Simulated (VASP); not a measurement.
# Ta (C2/m) in VASP: a series of runs

The runs below take Ta through single point, with PBE.

Everything below comes from runs of VASP 6.6.1. Logs are shortened: lines on timing, memory, paths and dates and some standing lists are left out, and cuts for length are marked.

## Step 1: The cell of the first run

The typed cell holds 1 atom: a = 2.908 Å, b = 2.908 Å, c = 3.534 Å, α = 90.00°, β = 51.98°, γ = 120.00°.

## Step 2: Single point, PBE

File INCAR:

```
PREC = Accurate
ENCUT = 500
EDIFF = 1E-6
ISMEAR = 0
SIGMA = 0.1
LREAL = F
LASPH = T
NELM = 120
ALGO = Normal
ISIF = 2
LWAVE = F
LCHARG = T
GGA = PE
LELF = T
LVHAR = T
NBANDS = 12
GGA_COMPAT = F
```

File KPOINTS:

```
Automatic mesh
0
Gamma
  12 12 14
```

File POSCAR:

```
Ta
1.0
    2.8779139358     -0.0171668922      0.4144065445
   -1.4538239326      2.5180969165      0.0000000000
    1.7927800850      1.0350620647      2.8642055500
Ta
1
Direct
    0.0000000000      0.0000000000      0.0000000000
```

Potentials or basis: VASP PAW PBE potentials, release 64 (Ta_pv).

Command:

```
$ cat potpaw_PBE.64/Ta_pv/POTCAR > POTCAR
$ mpirun -np 1 vasp_std > vasp.out
```

OUTCAR:

```text
PREC = Accurate
   ENCUT = 500
   EDIFF = 1E-6
   ISMEAR = 0
   LREAL = F
   LASPH = T
   NELM = 120
   ISIF = 2
   GGA = PE

 ion  position               nearest neighbor table
   1  0.000  0.000  0.000-

  LATTYP: Found a base centered monoclinic cell.
 ALAT       =     4.9689485375
 B/A-ratio  =     0.5851636102
 C/A-ratio  =     0.7112149099
 COS(beta)  =    -0.7016364576

  Lattice vectors:

 A1 = (   1.0851338508,  -1.0522289569,  -2.4497990055)
 A2 = (  -0.3686900818,   1.4658679596,  -2.4497990055)
 A3 = (   1.7927800850,   1.0350620647,   2.8642055500)

Analysis of symmetry for initial positions (statically):
=====================================================================
 Subroutine PRICEL returns:
 Original cell was already a primitive cell.

 Routine SETGRP: Setting up the symmetry group for a
 base centered monoclinic supercell.

 Subroutine GETGRP returns: Found  4 space group operations
 (whereof  4 operations were pure point group operations)
 out of a pool of  4 trial point group operations.

The static configuration has the point symmetry C_2h.

Analysis of symmetry for dynamics (positions and initial velocities):
=====================================================================
 Subroutine PRICEL returns:
 Original cell was already a primitive cell.

 Routine SETGRP: Setting up the symmetry group for a
 base centered monoclinic supercell.

 Subroutine GETGRP returns: Found  4 space group operations
 (whereof  4 operations were pure point group operations)
 out of a pool of  4 trial point group operations.

The dynamic configuration has the point symmetry C_2h.

 Subroutine INISYM returns: Found  4 space group operations
 (whereof  4 operations are pure point group operations),
 and found     1 'primitive' translations

----------------------------------------------------------------------------------------

                                     Primitive cell

  volume of cell :      18.1906

  direct lattice vectors                    reciprocal lattice vectors
     2.877913936 -0.017166892  0.414406544     0.396486761  0.228911738 -0.330895046
    -1.453823933  2.518096916  0.000000000     0.026283080  0.412299846 -0.165447523
     1.792780085  1.035062065  2.864205550    -0.057365544 -0.033120012  0.397012384

  length of vectors
     2.907647865  2.907647865  3.533990286     0.564883941  0.445033534  0.402500402

  position of ions in fractional coordinates (direct lattice)
     0.000000000  0.000000000  0.000000000

  ion indices of the primitive-cell ions
   primitive index   ion index
                 1           1

----------------------------------------------------------------------------------------

 KPOINTS: Automatic mesh

Automatic generation of k-mesh.
 Grid dimensions read from file:
 generate k-points for:   12   12   14

 Generating k-lattice:

  Cartesian coordinates                     Fractional coordinates (reciprocal lattice)
     0.033040563  0.019075978 -0.027574587     0.083333333  0.000000000  0.000000000
     0.002190257  0.034358321 -0.013787294     0.000000000  0.083333333 -0.000000000
    -0.004097539 -0.002365715  0.028358027     0.000000000  0.000000000  0.071428571

  Length of vectors
     0.047073662  0.037086128  0.028750029

  Shift w.r.t. Gamma in fractional coordinates (k-lattice)
     0.000000000  0.000000000  0.000000000

 Subroutine IBZKPT returns following result:
 ===========================================

 Found    554 irreducible k-points:

 Following reciprocal coordinates:
            Coordinates               Weight
  0.000000  0.000000  0.000000      1.000000
  0.083333  0.000000 -0.000000      2.000000
  0.166667  0.000000 -0.000000      2.000000
  0.250000  0.000000  0.000000      2.000000
  0.333333  0.000000  0.000000      2.000000
  0.416667 -0.000000  0.000000      2.000000
[... 16 lines left out ...]
  0.166667  0.250000 -0.000000      4.000000
  0.250000  0.250000 -0.000000      4.000000
 [... further k-points ...]
   k-points           NKPTS =    554   k-points in BZ     NKDIM =    554   number of bands    NBANDS=     12
   number of dos      NEDOS =    301   number of ions     NIONS =      1
   total plane-waves  NPLWV =  16128
   dimension x,y,z NGX =    24 NGY =   24 NGZ =   28
   dimension x,y,z NGXF=    48 NGYF=   48 NGZF=   56
   ions per type =               1
   NGX,Y,Z   is equivalent  to a cutoff of  13.72, 13.72, 13.17 a.u.
   NGXF,Y,Z  is equivalent  to a cutoff of  27.44, 27.44, 26.34 a.u.
 SYSTEM =  unknown system
   PREC   = accura    normal or accurate (medium, high low for compatibility)
   ISTART =      0    job   : 0-new  1-cont  2-samecut
   ICHARG =      2    charge: 1-file 2-atom 10-const
   ISPIN  =      1    spin polarized calculation?
   LNONCOLLINEAR =      F non collinear calculations
   LSORBIT =      F    spin-orbit coupling
   LASPH  =      T    aspherical Exc in radial PAW
   ENCUT  =  500.0 eV  36.75 Ry    6.06 a.u.   5.30  5.30  6.44*2*pi/ulx,y,z
   NELM   =    120;   NELMIN=  2; NELMDL= -5     # of ELM steps
   EDIFF  = 0.1E-05   stopping-criterion for ELM
   LREAL  =      F    real-space projection
   EDIFFG = 0.1E-04   stopping-criterion for IOM
   NSW    =      0    number of steps for IOM
   IBRION =     -1    ionic relax: 0-MD 1-quasi-New 2-CG
   NFREE  =      0    steps in history (QN), initial steepest desc. (CG)
   ISIF   =      2    stress and relaxation
   ISYM   =      2    0-nonsym 1-usesym 2-fastsym
   POTIM  = 0.5000    time-step for ionic-motion
   TEBEG  =    0.0;   TEEND  =   0.0 temperature during run
   PSTRESS=    0.0 pullay stress
   NELECT =      11.0000    total number of electrons
   NUPDOWN=      -1.0000    fix difference up-down
   EMIN   =  10.00;   EMAX   =-10.00  energy-range for DOS
   EFERMI =   0.00;   METHOD = LEGACY
   ISMEAR =     0;   SIGMA  =   0.10  broadening in eV -4-tet -1-fermi 0-gaus
   EFERMI_NEDOS =   21; number of points for ismear=-14 and -15
   IALGO  =     38    algorithm
   IMIX   =      4    mixing-type and parameters
     AMIX     =   0.40;   BMIX     =  1.00
     AMIX_MAG =   1.60;   BMIX_MAG =  1.00
  volume/ion in A,a.u.               =      18.19       122.76
  Fermi-wavevector in a.u.,A,eV,Ry     =   1.384384  2.616105 26.075806  1.916518
  Thomas-Fermi vector in A             =   2.508893
   LORBIT       =      0    0 simple, 1 ext, 2 COOP (PROOUT), +10 PAW based schemes
   GGA     = PE    functional components
   LHFCALC =     F    Hartree Fock is set to
   AEXX    =    0.0000 exact exchange contribution
   IVDW    =     0    specifies the selected vdW correction
   LEPSILON=     F    determine dielectric tensor
   LRPA    =     F    only Hartree local field effects (RPA)
 non-spin polarized calculation
 Gauss-broadening in eV      SIGMA  =   0.10
  energy-cutoff  :      500.00
  volume of cell :       18.19
 maximum number of plane-waves:       477
 NGX is ok and might be reduce to    24
   NGX = 11   NGY = 11   NGZ = 13

 number of electron      11.0000000 magnetization

 Free energy of the ion-electron system (eV)
  ---------------------------------------------------
  ext. energy  EPLUGINS =         0.00000000
  ---------------------------------------------------
  free energy    TOTEN  =       -11.70303213 eV

  energy without entropy =      -11.69891233  energy(sigma->0) =      -11.70097223

 E-fermi :   5.6289     XC(G=0): -12.5577

 val. band max:        5.6132028581   @ k =   0.5000   0.4167   0.2857
 cond. band min:       5.6311402887   @ k =   0.0000   0.2500   0.0000
 fundamental gap:      0.0179374306
 Fermi energy:         5.6288960303

 k-point     1 :       0.0000    0.0000    0.0000
  band No.  band energies     occupation
      1     -27.7683      2.00000
      2     -27.7148      2.00000
      3     -27.6042      2.00000
      4      -2.4597      2.00000
      5       4.6818      2.00000
      6       7.2430      0.00000
      7       7.3377      0.00000
      8       7.5385      0.00000
      9      10.7805      0.00000
     10      19.3612      0.00000
     11      19.5911      0.00000
     12      20.0629      0.00000

 k-point     2 :       0.0833    0.0000   -0.0000
  band No.  band energies     occupation
      1     -27.8438      2.00000
      2     -27.7887      2.00000
      3     -27.6367      2.00000
      4      -1.9347      2.00000
      5       4.8058      2.00000
      6       6.7964      0.00000
      7       7.4405      0.00000
      8       7.7132      0.00000
      9      10.5004      0.00000
     10      20.0583      0.00000
     11      20.1138      0.00000
     12      20.4040      0.00000

 k-point     3 :       0.1667    0.0000   -0.0000
  band No.  band energies     occupation
      1     -28.0528      2.00000
      2     -27.9604      2.00000
      3     -27.7258      2.00000
      4      -0.5174      2.00000
      5       5.2492      2.00000
      6       5.5981      1.33688
      7       7.7086      0.00000
      8       8.3627      0.00000
      9       9.8852      0.00000
     10      20.0570      0.00000
     11      21.2987      0.00000
     12      21.8361      0.00000

 k-point     4 :       0.2500    0.0000    0.0000
  band No.  band energies     occupation
      1     -28.2948      2.00000
      2     -28.1802      2.00000
      3     -27.8486      2.00000
      4       1.2408      2.00000
      5       4.1419      2.00000
      6       6.1857      0.00000
      7       8.3562      0.00000
      8       8.9780      0.00000
      9       9.3927      0.00000
     10      20.0507      0.00000
     11      20.6940      0.00000
     12      22.1715      0.00000

 k-point     5 :       0.3333    0.0000    0.0000
  band No.  band energies     occupation
      1     -28.4817      2.00000
      2     -28.3938      2.00000
      3     -27.9725      2.00000
      4       2.1648      2.00000
      5       2.8651      2.00000
      6       7.6972      0.00000
      7       9.0831      0.00000
      8       9.5171      0.00000
      9      10.6046      0.00000
     10      19.2750      0.00000
     11      20.0556      0.00000
     12      21.9885      0.00000
[... 228 lines left out ...]
      1     -28.2920      2.00000
      2     -27.9262      2.00000
      3     -27.7695      2.00000
      4       0.0249      2.00000
      5       4.3537      2.00000
      6       5.6311      0.97468
      7       8.4193      0.00000
      8       9.1707      0.00000
      9       9.5535      0.00000
     10      19.7729      0.00000
     11      20.0719      0.00000
     12      24.0557      0.00000

 k-point    22 :       0.0833    0.2500   -0.0000
  band No.  band energies     occupation
      1     -28.4969      2.00000
      2     -28.0616      2.00000
      3     -27.8160      2.00000
      4       1.0946      2.00000
      5       4.1908      2.00000
      6       5.2871      2.00000
      7       9.1208      0.00000
      8       9.7191      0.00000
      9      10.3541      0.00000
     10      18.3763      0.00000
     11      20.0658      0.00000
     12      23.4318      0.00000

 k-point    23 :       0.1667    0.2500   -0.0000
  band No.  band energies     occupation
      1     -28.6147      2.00000
      2     -28.2200      2.00000
      3     -27.9448      2.00000
      4       2.0835      2.00000
      5       4.7232      2.00000
      6       4.8224      2.00000
      7       7.5954      0.00000
      8      11.4700      0.00000
      9      12.0605      0.00000
     10      18.2257      0.00000
     11      20.0706      0.00000
     12      20.4391      0.00000

 k-point    24 :       0.2500    0.2500   -0.0000
  band No.  band energies     occupation
      1     -28.6128      2.00000
      2     -28.3584      2.00000
      3     -28.1247      2.00000
      4       2.5918      2.00000
      5       4.0231      2.00000
      6       5.9002      0.00012
      7       6.9103      0.00000
      8      12.5696      0.00000
      9      14.2347      0.00000
     10      16.4104      0.00000
     11      18.4980      0.00000
     12      20.0674      0.00000

 [... further k-points ...]
[... 5 lines left out ...]
  --------------------------------------------------------------------------------------
  -------------------------------------------------------------------------------------
  Total        0.2203129      1.3217873      0.0010593     -0.9539048     -0.0285500     -0.0494489
  in kB       19.4045061    116.4190982      0.0932972    -84.0171013     -2.5145985     -4.3553096
  external PRESSURE =      45.3056338 kB  Pullay stress =       0.0000000 kB

 VOLUME and BASIS-vectors are now :
 -----------------------------------------------------------------------------
  energy-cutoff  :      500.00
  volume of cell :       18.19
      direct lattice vectors                 reciprocal lattice vectors
     2.877913936 -0.017166892  0.414406544     0.396486761  0.228911738 -0.330895046
    -1.453823933  2.518096916  0.000000000     0.026283080  0.412299846 -0.165447523
     1.792780085  1.035062065  2.864205550    -0.057365544 -0.033120012  0.397012384

 POSITION                                       TOTAL-FORCE (eV/Angst)
 -----------------------------------------------------------------------------------
      0.00000      0.00000      0.00000        -0.000000     -0.000000     -0.000000
 -----------------------------------------------------------------------------------
    total drift:                               -0.000000     -0.000000     -0.000000

  FREE ENERGIE OF THE ION-ELECTRON SYSTEM (eV)
  ---------------------------------------------------
  free  energy   TOTEN  =       -11.7030321315 eV

  energy  without entropy=      -11.6989123287  energy(sigma->0) =      -11.70097223
```

Wall time 70 s (1 thread of AMD EPYC 9R45 (Zen 5), shared host); peak memory 0.2 GiB.

What came out:

| Property | Result |
| --- | --- |
| Free energy | -11.7030 eV |
| Pressure | 4.5 GPa |
| Band gap on the k mesh | zero (an odd number of electrons rules out a gap without spin polarisation) |

Caveat: the cell stands under pressure; spin-orbit coupling is left out, which moves the levels of the heavy elements.

## Step 3: Single point, PBE

File INCAR:

```
SYSTEM = Ta
ALGO     = Normal         ! electronic algorithm
EDIFF    = 1E-6           ! SCF threshold, eV
ENCUT    = 500            ! plane-wave cutoff, eV
GGA      = PE             ! functional
GGA_COMPAT= .FALSE.      
ISIF     = 2              ! what is computed and relaxed
ISMEAR   = 0              ! smearing method
ISYM     = 0            
LASPH    = .TRUE.         ! aspherical terms in the spheres
LCHARG   = .TRUE.         ! write CHGCAR
LELF     = .TRUE.         ! ELF
LREAL    = .FALSE.        ! projectors in reciprocal space
LVHAR    = .TRUE.       
LWAVE    = .FALSE.        ! write WAVECAR
NBANDS   = 12             ! bands
NELM     = 120            ! most SCF steps
PREC     = Accurate       ! precision mode
SIGMA    = 0.1            ! smearing width, eV
```

File KPOINTS:

```
k-points
0
G
  12 12 14
  0 0 0
```

POSCAR is that of step 2.

Potentials or basis: VASP PAW PBE potentials, release 64 (Ta_pv).

Command:

```
$ cat potpaw_PBE.64/Ta_pv/POTCAR > POTCAR
$ mpirun -np 1 vasp_std > vasp.out
```

It took 2.1 min on 1 thread of AMD EPYC 9R45 (Zen 5), shared host; peak memory 0.28 GiB.

The run converged. Its results:

```
Free energy            : -11.7030 eV
Pressure               : 4.5 GPa
Band gap on the k mesh : zero (an odd number of electrons rules out a gap without spin polarisation)
```

Stress tensor (GPa, compression positive):
```
 1.94 -8.40 -0.44
-8.40 11.64 -0.25
-0.44 -0.25  0.01
```

Levels at points of the mesh, in eV from the Fermi level:
| k point | band 4 | band 5 | band 6 | band 7 | band 8 | band 9 |
| --- | --- | --- | --- | --- | --- | --- |
| (0.00, 0.00, 0.00) | -8.09 | -0.95 | 1.61 | 1.71 | 1.91 | 5.15 |
| (0.50, 0.00, 0.00) | -4.18 | -3.79 | 6.35 | 6.59 | 6.67 | 6.79 |
| (0.00, 0.50, 0.00) | -4.47 | -2.39 | 2.00 | 3.36 | 6.63 | 7.10 |
| (0.50, 0.50, 0.00) | -4.47 | -2.39 | 2.00 | 3.36 | 6.63 | 7.10 |
| (0.00, 0.00, 0.50) | -4.67 | 0.41 | 0.55 | 1.33 | 3.45 | 7.26 |
| (0.50, 0.00, 0.50) | -4.72 | 0.32 | 0.37 | 1.46 | 3.71 | 7.10 |
| (0.00, 0.50, 0.50) | -4.47 | -2.41 | 2.01 | 3.39 | 6.63 | 7.11 |
| (0.50, 0.50, 0.50) | -4.47 | -2.41 | 2.01 | 3.39 | 6.63 | 7.11 |

Caveat: the cell stands under pressure; spin-orbit coupling is left out, which moves the levels of the heavy elements.
